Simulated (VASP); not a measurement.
Wanted: the native input for a VASP 6.6.1 run.

| Quantity | Value |
| --- | --- |
| Task | single point |
| Functional | PBE |
| Potentials or basis | VASP PAW PBE potentials, release 64 (Li_sv, N, O) |
| Cutoff | 520 eV |
| k mesh | 5 × 5 × 1 |
| Occupations | gaussian, width 0.1 eV |
| Spin | collinear spin, ferromagnetic start |
| Starting moments | [0.0, 0.0, 0.0, 0.0, 0.0, 0.0, 0.0, 0.0, 0.0, 0.0, 0.0, 0.0, 1.0, 0.0] μB |
| Dipole correction | yes |
| Further INCAR settings | ALGO = Normal; EDIFF = 1e-06; NBANDS = 40 |

The structure of Li12NO lies in POSCAR:

```
Li12NO
1.0
    5.9451735978      0.0000000000      0.0000000000
   -1.9817245326      5.6051634218      0.0000000000
    0.0000000000      0.0000000000     22.6831262891
Li N O
12 1 1
Direct
    0.2500000000      0.2500000000      0.1763425354
    0.2500000000      0.7500000000      0.1763425354
    0.7500000000      0.2500000000      0.1763425354
    0.7500000000      0.7500000000      0.1763425354
    0.0000000000      0.0000000000      0.2794233694
    0.0000000000      0.5000000000      0.2794233694
    0.5000000000      0.0000000000      0.2794233694
    0.5000000000      0.5000000000      0.2794233694
    0.2500000000      0.2500000000      0.3828011262
    0.2500000000      0.7500000000      0.3828011262
    0.7500000000      0.2500000000      0.3828011262
    0.7500000000      0.7500000000      0.3828011262
    0.9166666667      0.5833333333      0.4304136107
    0.9611548149      0.6278214816      0.4806620845
```

The input as run:

INCAR

```
SYSTEM = Li12NO
PREC     = Accurate       ! precision mode
ENCUT    = 520            ! plane-wave cutoff, eV
EDIFF    = 1E-6           ! SCF threshold, eV
ISMEAR   = 0              ! smearing method
SIGMA    = 0.1            ! smearing width, eV
LREAL    = .FALSE.        ! projectors in reciprocal space
LASPH    = .TRUE.         ! aspherical terms in the spheres
NELM     = 150            ! most SCF steps
ALGO     = Normal         ! electronic algorithm
ISIF     = 2              ! what is computed and relaxed
LWAVE    = .FALSE.        ! write WAVECAR
LCHARG   = .FALSE.        ! write CHGCAR
ISPIN    = 2              ! spin polarisation
MAGMOM   = 0 0 0 0 0 0 0 0 0 0 0 0 1 0 ! initial moments
LORBIT   = 11             ! projections on sites
LDIPOL   = .TRUE.       
IDIPOL   = 3            
DIPOL    = 0.5 0.5 0.305
GGA      = PE             ! functional
NBANDS   = 40             ! bands
KPAR     = 4
```

KPOINTS

```
regular mesh
0
G
  5 5 1
  0 0 0
```

Potentials or basis: VASP PAW PBE potentials, release 64 (Li_sv, N, O).

Command:

```console
$ cat potpaw_PBE.64/Li_sv/POTCAR potpaw_PBE.64/N/POTCAR potpaw_PBE.64/O/POTCAR > POTCAR
$ mpirun -np 4 vasp_std > vasp.out
```

Results of the run:

```json
{
 "Largest force": "5.359 eV/Å",
 "Net moment": "1.34 μB per cell",
 "Site moments": "Li -0.00, +0.00, -0.01, +0.01 (each value once); N +0.49; O +0.54 μB",
 "Valence electrons inside the program's atomic spheres": "Li 2.07, 2.08, 2.09 (each value once); N 3.78; O 5.09"
}
```

Caveat: the standard files for N, O and F lose accuracy on very short bonds; a moment this small can come from the mesh or the smearing.

Run time: 22 min on 4 MPI ranks on Intel(R) Xeon(R) Platinum 8259CL CPU @ 2.50GHz (Skylake/Cascade Lake), with other jobs on the host, peak memory 1.6 GiB a rank.
